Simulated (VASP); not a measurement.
The system is GaN.

```
Ga N
1.0
     3.22185    0.00000    0.00000
    -1.61092    2.79020    0.00000
     0.00000    0.00000    5.23398
Ga N
2 2
Direct
  0.66667 0.33333 0.50000
  0.33333 0.66667 0.00000
  0.66667 0.33333 0.87500
  0.33333 0.66667 0.37500
```

Base run:

* Program: VASP 6.6.1
* Functional: LDA
* Potentials or basis: VASP PAW LDA potentials, release 64 (Ga_d, N)
* Cutoff: 520 eV
* k mesh: 10 × 10 × 5
* Occupations: fermi-dirac, width 0.05 eV
* Spin: no spin polarisation

Its results: band gap on the k mesh 1.72 eV, direct; pressure -10.1 GPa; largest force 0.118 eV/Å.

Problem. The run is repeated on the same cell with these changes: functional from LDA to PBE; potentials or basis from VASP PAW LDA potentials, release 64 (Ga_d, N) to VASP PAW PBE potentials, release 64 (Ga_d, N). What comes out?

Solution. Band gap on the k mesh 1.71 eV, direct; pressure 0.1 GPa; largest force 0.124 eV/Å.

